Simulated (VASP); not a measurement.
# Y (P6/mmm) in VASP: notebook, part 2 of 2

VASP 6.6.1. The steps go on from the part before.

**3. Single point, revPBE (36.19 Å³/atom)**

This run uses another cell than the first one, of 36.19 Å³/atom.

Input file INCAR:

```
SYSTEM = Y
PREC = Accurate
ENCUT = 520
EDIFF = 1E-7
ISMEAR = -1
SIGMA = 0.1
LREAL = .False.
LASPH = .True.
NELM = 100
ALGO = Normal
ISIF = 2
LWAVE = .False.
LCHARG = .False.
GGA = RE
NBANDS = 24
```

Input file KPOINTS:

```
regular mesh
0
Gamma
  7 7 10
  0 0 0
```

Input file POSCAR:

```
Y
1.0
    5.8550598301      0.0000000000      0.0000000000
   -2.9275299150      5.0706305535      0.0000000000
    0.0000000000      0.0000000000      3.6565020618
Y
3
Direct
    1.0000000000      0.0000000000      1.0000000000
    0.3333333333      0.6666666667      0.5000000000
    0.6666666667      0.3333333333      0.5000000000
```

Potentials or basis: VASP PAW PBE potentials, release 64 (Y_sv).

Started as:

```
> cat potpaw_PBE.64/Y_sv/POTCAR > POTCAR
> mpirun -np 1 vasp_std > vasp.out
```

OUTCAR:

```text
SYSTEM = Y
   PREC = Accurate
   ENCUT = 520
   EDIFF = 1E-7
   ISMEAR = -1
   LREAL = .False.
   LASPH = .True.
   NELM = 100
   ISIF = 2
   GGA = RE

 ion  position               nearest neighbor table
   1  0.000  0.000  0.000-   2 3.84   3 3.84   2 3.84   3 3.84   2 3.84   2 3.84   3 3.84   3 3.84
                             3 3.84   3 3.84   2 3.84   2 3.84
   2  0.333  0.667  0.500-   3 3.38   3 3.38   3 3.38   1 3.84   1 3.84   1 3.84   1 3.84   1 3.84
                             1 3.84
   3  0.667  0.333  0.500-   2 3.38   2 3.38   2 3.38   1 3.84   1 3.84   1 3.84   1 3.84   1 3.84
                             1 3.84

  LATTYP: Found a hexagonal cell.
 ALAT       =     5.8550598301
 C/A-ratio  =     0.6245029373

  Lattice vectors:

 A1 = (   5.8550598301,   0.0000000000,   0.0000000000)
 A2 = (  -2.9275299150,   5.0706305535,   0.0000000000)
 A3 = (   0.0000000000,   0.0000000000,   3.6565020618)

Analysis of symmetry for initial positions (statically):
=====================================================================
 Subroutine PRICEL returns:
 Original cell was already a primitive cell.

 Routine SETGRP: Setting up the symmetry group for a
 hexagonal supercell.

 Subroutine GETGRP returns: Found 24 space group operations
 (whereof 24 operations were pure point group operations)
 out of a pool of 24 trial point group operations.

The static configuration has the point symmetry D_6h.

Analysis of symmetry for dynamics (positions and initial velocities):
=====================================================================
 Subroutine PRICEL returns:
 Original cell was already a primitive cell.

 Routine SETGRP: Setting up the symmetry group for a
 hexagonal supercell.

 Subroutine GETGRP returns: Found 24 space group operations
 (whereof 24 operations were pure point group operations)
 out of a pool of 24 trial point group operations.

The dynamic configuration has the point symmetry D_6h.

 Subroutine INISYM returns: Found 24 space group operations
 (whereof 24 operations are pure point group operations),
 and found     1 'primitive' translations

----------------------------------------------------------------------------------------

                                     Primitive cell

  volume of cell :     108.5573

  direct lattice vectors                    reciprocal lattice vectors
     5.855059830  0.000000000  0.000000000     0.170792448  0.098607066  0.000000000
    -2.927529915  5.070630554  0.000000000     0.000000000  0.197214131  0.000000000
     0.000000000  0.000000000  3.656502062     0.000000000  0.000000000  0.273485419

  length of vectors
     5.855059830  5.855059830  3.656502062     0.197214131  0.197214131  0.273485419

  position of ions in fractional coordinates (direct lattice)
     0.000000000  0.000000000  0.000000000
     0.333333333  0.666666667  0.500000000
     0.666666667  0.333333333  0.500000000

  ion indices of the primitive-cell ions
   primitive index   ion index
                 1           1
                 2           2
                 3           3

----------------------------------------------------------------------------------------

 KPOINTS: regular mesh

Automatic generation of k-mesh.
 Grid dimensions read from file:
 generate k-points for:    7    7   10

 Generating k-lattice:

  Cartesian coordinates                     Fractional coordinates (reciprocal lattice)
     0.024398921  0.014086724  0.000000000     0.142857143  0.000000000  0.000000000
     0.000000000  0.028173447  0.000000000     0.000000000  0.142857143  0.000000000
     0.000000000  0.000000000  0.027348542     0.000000000  0.000000000  0.100000000

  Length of vectors
     0.028173447  0.028173447  0.027348542

  Shift w.r.t. Gamma in fractional coordinates (k-lattice)
     0.000000000  0.000000000  0.000000000

 Subroutine IBZKPT returns following result:
 ===========================================

 Found     48 irreducible k-points:

 Following reciprocal coordinates:
            Coordinates               Weight
  0.000000  0.000000  0.000000      1.000000
  0.142857 -0.000000  0.000000      6.000000
  0.285714 -0.000000  0.000000      6.000000
  0.428571 -0.000000  0.000000      6.000000
  0.142857  0.142857  0.000000      6.000000
  0.285714  0.142857  0.000000     12.000000
[... 16 lines left out ...]
  0.428571  0.142857  0.200000     12.000000
  0.285714  0.285714  0.200000     12.000000
 [... further k-points ...]
   k-points           NKPTS =     48   k-points in BZ     NKDIM =     48   number of bands    NBANDS=     24
   number of dos      NEDOS =    301   number of ions     NIONS =      3
   total plane-waves  NPLWV =  64512
   dimension x,y,z NGX =    48 NGY =   48 NGZ =   28
   dimension x,y,z NGXF=    96 NGYF=   96 NGZF=   56
   ions per type =               3
   NGX,Y,Z   is equivalent  to a cutoff of  13.63, 13.63, 12.73 a.u.
   NGXF,Y,Z  is equivalent  to a cutoff of  27.26, 27.26, 25.46 a.u.
 SYSTEM =  Y
   PREC   = accura    normal or accurate (medium, high low for compatibility)
   ISTART =      0    job   : 0-new  1-cont  2-samecut
   ICHARG =      2    charge: 1-file 2-atom 10-const
   ISPIN  =      1    spin polarized calculation?
   LNONCOLLINEAR =      F non collinear calculations
   LSORBIT =      F    spin-orbit coupling
   LASPH  =      T    aspherical Exc in radial PAW
   ENCUT  =  520.0 eV  38.22 Ry    6.18 a.u.  10.89 10.89  6.80*2*pi/ulx,y,z
   NELM   =    100;   NELMIN=  2; NELMDL= -5     # of ELM steps
   EDIFF  = 0.1E-06   stopping-criterion for ELM
   LREAL  =      F    real-space projection
   EDIFFG = 0.1E-05   stopping-criterion for IOM
   NSW    =      0    number of steps for IOM
   IBRION =     -1    ionic relax: 0-MD 1-quasi-New 2-CG
   NFREE  =      0    steps in history (QN), initial steepest desc. (CG)
   ISIF   =      2    stress and relaxation
   ISYM   =      2    0-nonsym 1-usesym 2-fastsym
   POTIM  = 0.5000    time-step for ionic-motion
   TEBEG  =    0.0;   TEEND  =   0.0 temperature during run
   PSTRESS=    0.0 pullay stress
   NELECT =      33.0000    total number of electrons
   NUPDOWN=      -1.0000    fix difference up-down
   EMIN   =  10.00;   EMAX   =-10.00  energy-range for DOS
   EFERMI =   0.00;   METHOD = LEGACY
   ISMEAR =    -1;   SIGMA  =   0.10  broadening in eV -4-tet -1-fermi 0-gaus
   EFERMI_NEDOS =   21; number of points for ismear=-14 and -15
   IALGO  =     38    algorithm
   IMIX   =      4    mixing-type and parameters
     AMIX     =   0.40;   BMIX     =  1.00
     AMIX_MAG =   1.60;   BMIX_MAG =  1.00
  volume/ion in A,a.u.               =      36.19       244.19
  Fermi-wavevector in a.u.,A,eV,Ry     =   1.100761  2.080137 16.485841  1.211675
  Thomas-Fermi vector in A             =   2.237178
   LORBIT       =      0    0 simple, 1 ext, 2 COOP (PROOUT), +10 PAW based schemes
   GGA     = RE    functional components
   LHFCALC =     F    Hartree Fock is set to
   AEXX    =    0.0000 exact exchange contribution
   IVDW    =     0    specifies the selected vdW correction
   LEPSILON=     F    determine dielectric tensor
   LRPA    =     F    only Hartree local field effects (RPA)
 non-spin polarized calculation
  energy-cutoff  :      520.00
  volume of cell :      108.56
 maximum number of plane-waves:      2954
 NGX is ok and might be reduce to    48
   NGX = 21   NGY = 21   NGZ = 13

 number of electron      33.0000002 magnetization

 Free energy of the ion-electron system (eV)
  ---------------------------------------------------
  ext. energy  EPLUGINS =         0.00000000
  ---------------------------------------------------
  free energy    TOTEN  =       -18.34266734 eV

  energy without entropy =      -18.13508046  energy(sigma->0) =      -18.23887390

 E-fermi :   2.5831     XC(G=0):  -8.9905

 val. band max:        2.5829638764   @ k =   0.1429   0.1429   0.2000
 cond. band min:       2.6197799854   @ k =   0.4286   0.1429   0.4000
 fundamental gap:      0.0368161090
 Fermi energy:         2.5830725035

 k-point     1 :       0.0000    0.0000    0.0000
  band No.  band energies     occupation
      1     -40.4068      2.00000
      2     -40.3539      2.00000
      3     -40.3357      2.00000
      4     -20.5093      2.00000
      5     -20.5093      2.00000
      6     -20.3724      2.00000
[... 637 lines left out ...]
     23       4.6495      0.00000
     24       5.6068      0.00000

 [... further k-points ...]

------------------------ aborting loop because EDIFF is reached ----------------------------------------

  FORCE on cell =-STRESS in cart. coord.  units (eV):
  Direction    XX          YY          ZZ          XY          YZ          ZX
  --------------------------------------------------------------------------------------
  -------------------------------------------------------------------------------------
  Total       -1.7904932     -1.7904932     -1.6974990     -0.0000000     -0.0000000      0.0000000
  in kB      -26.4255563    -26.4255563    -25.0530723     -0.0000000     -0.0000000      0.0000000
  external PRESSURE =     -25.9680616 kB  Pullay stress =       0.0000000 kB

 VOLUME and BASIS-vectors are now :
 -----------------------------------------------------------------------------
  energy-cutoff  :      520.00
  volume of cell :      108.56
      direct lattice vectors                 reciprocal lattice vectors
     5.855059830  0.000000000  0.000000000     0.170792448  0.098607066  0.000000000
    -2.927529915  5.070630554  0.000000000     0.000000000  0.197214131  0.000000000
     0.000000000  0.000000000  3.656502062     0.000000000  0.000000000  0.273485419

 POSITION                                       TOTAL-FORCE (eV/Angst)
 -----------------------------------------------------------------------------------
      0.00000      0.00000      0.00000        -0.000000      0.000000      0.000000
     -0.00000      3.38042      1.82825         0.000000      0.000000      0.000000
      2.92753      1.69021      1.82825        -0.000000     -0.000000     -0.000000
 -----------------------------------------------------------------------------------
    total drift:                               -0.000000      0.000000     -0.000000

  FREE ENERGIE OF THE ION-ELECTRON SYSTEM (eV)
  ---------------------------------------------------
  free  energy   TOTEN  =       -18.3426673448 eV

  energy  without entropy=      -18.1350804615  energy(sigma->0) =      -18.23887390
```

Wall time 3.1 min (1 thread of Oxide Virtual Turin-like, shared host); peak memory 0.26 GiB.

What came out:

| Item | Value |
| --- | --- |
| Free energy | -18.3427 eV |
| Pressure | -2.6 GPa |
| Band gap on the k mesh | zero (an odd number of electrons rules out a gap without spin polarisation) |

Stress tensor (GPa, compression positive):
```
-2.64  0.00  0.00
 0.00 -2.64  0.00
 0.00  0.00 -2.51
```

Levels at points of the mesh, in eV from the Fermi level:
```tsv
k point	band 15	band 16	band 17	band 18	band 19	band 20
(0.00, 0.00, 0.00)	-0.01	-0.01	0.04	0.04	0.40	1.61
(0.00, 0.00, 0.50)	-0.85	-0.85	-0.53	-0.53	1.59	1.59
```

Caveat: the PAW data sets were made with another functional, which shifts forces and pressure a little.

**4. Single point, revPBE (37.53 Å³/atom)**

This run uses another cell than the first one, of 37.53 Å³/atom.

Input file INCAR:

```
PREC = Accurate ; ENCUT = 520
EDIFF = 1E-7 ; ISMEAR = -1
SIGMA = 0.1 ; LREAL = F
LASPH = T ; NELM = 100
ALGO = Normal ; ISIF = 2
LWAVE = F ; LCHARG = F
GGA = RE ; NBANDS = 24
```

Input file KPOINTS:

```
Automatic mesh
0
Gamma
  7 7 10
```

Input file POSCAR:

```
Y
1.0
    5.9264700365      0.0000000000      0.0000000000
   -2.9632350182      5.1324736064      0.0000000000
    0.0000000000      0.0000000000      3.7010979455
Y
3
Direct
    1.0000000000      0.0000000000      1.0000000000
    0.3333333333      0.6666666667      0.5000000000
    0.6666666667      0.3333333333      0.5000000000
```

Started as:

```
> cat potpaw_PBE.64/Y_sv/POTCAR > POTCAR
> mpirun -np 1 vasp_std > vasp.out
```

Wall time 2.9 min (1 thread of Oxide Virtual Turin-like, shared host); peak memory 0.27 GiB.

The run converged. Its results:

| Property | Result |
| --- | --- |
| Free energy | -18.2652 eV |
| Pressure | -3.6 GPa |
| Band gap on the k mesh | zero (an odd number of electrons rules out a gap without spin polarisation) |

Stress tensor (GPa, compression positive):
```
-3.62  0.00  0.00
 0.00 -3.62  0.00
 0.00  0.00 -3.47
```

Levels at points of the mesh, in eV from the Fermi level:
| k point | band 15 | band 16 | band 17 | band 18 | band 19 | band 20 |
| --- | --- | --- | --- | --- | --- | --- |
| (0.00, 0.00, 0.00) | -0.02 | -0.02 | 0.01 | 0.01 | 0.37 | 1.55 |
| (0.00, 0.00, 0.50) | -0.79 | -0.79 | -0.49 | -0.49 | 1.54 | 1.54 |

Caveat: the cell stands under tension; the PAW data sets were made with another functional, which shifts forces and pressure a little.

**5. Single point, revPBE**

This run uses another cell than the first one, of 33.51 Å³/atom.

Input file INCAR:

```
SYSTEM = Y
  PREC = Accurate
  ENCUT = 520
  EDIFF = 1E-6
  ISMEAR = -1
  SIGMA = 0.1
  LREAL = .FALSE.
  LASPH = .TRUE.
  NELM = 60
  ALGO = Normal
  ISIF = 2
  LWAVE = .FALSE.
  LCHARG = .FALSE.
  GGA = RE
  NBANDS = 24
```

Input file KPOINTS:

```
Automatic mesh
0
G
  9 9 12
  0 0 0
```

Input file POSCAR:

```
Y
1.0
    5.7067662671      0.0000000000      0.0000000000
   -2.8533831335      4.9422045608      0.0000000000
    0.0000000000      0.0000000000      3.5638922961
Y
3
Direct
    1.0000000000      0.0000000000      1.0000000000
    0.3333333333      0.6666666667      0.5000000000
    0.6666666667      0.3333333333      0.5000000000
```

Started as:

```
> cat potpaw_PBE.64/Y_sv/POTCAR > POTCAR
> mpirun -np 1 vasp_std > vasp.out
```

It took 2.9 min on 1 thread of Oxide Virtual Turin-like, shared host; peak memory 0.3 GiB.

It converged, with:

| Item | Value |
| --- | --- |
| Free energy | -18.4130 eV |
| Pressure | -0.1 GPa |
| Band gap on the k mesh | zero (an odd number of electrons rules out a gap without spin polarisation) |

Levels at points of the mesh, in eV from the Fermi level:
```tsv
k point	band 15	band 16	band 17	band 18	band 19	band 20
(0.00, 0.00, 0.00)	0.04	0.04	0.09	0.09	0.47	1.72
(0.00, 0.00, 0.50)	-1.00	-1.00	-0.61	-0.61	1.68	1.68
```

Caveat: the PAW data sets were made with another functional, which shifts forces and pressure a little.

**6. Overview**

| cell | k mesh | gap on the mesh (eV) | pressure (GPa) |
| --- | --- | --- | --- |
| a = 5.782, b = 5.782, c = 3.611 Å, angles 90.0, 90.0, 120.0°, 3 atoms | 7 × 7 × 10 | none | -1.4 |
| a = 5.855, b = 5.855, c = 3.657 Å, angles 90.0, 90.0, 120.0°, 3 atoms | 7 × 7 × 10 | none | -2.6 |
| a = 5.926, b = 5.926, c = 3.701 Å, angles 90.0, 90.0, 120.0°, 3 atoms | 7 × 7 × 10 | none | -3.6 |
| a = 5.707, b = 5.707, c = 3.564 Å, angles 90.0, 90.0, 120.0°, 3 atoms | 9 × 9 × 12 | none | -0.1 |

Alike in all rows: task single point; level revPBE; potentials or basis VASP PAW PBE potentials, release 64 (Y_sv); no spin polarisation; cutoff (eV) 520; smearing fermi-dirac 0.1 eV.

Caveats: the PAW data sets were made with another functional, which shifts forces and pressure a little; the cell stands under tension (at least some runs).

Total energies depend on the potentials used, so only differences within one code and one set of settings carry meaning.

The gap in the log of VASP goes by the Fermi energy; the results here count the filled bands.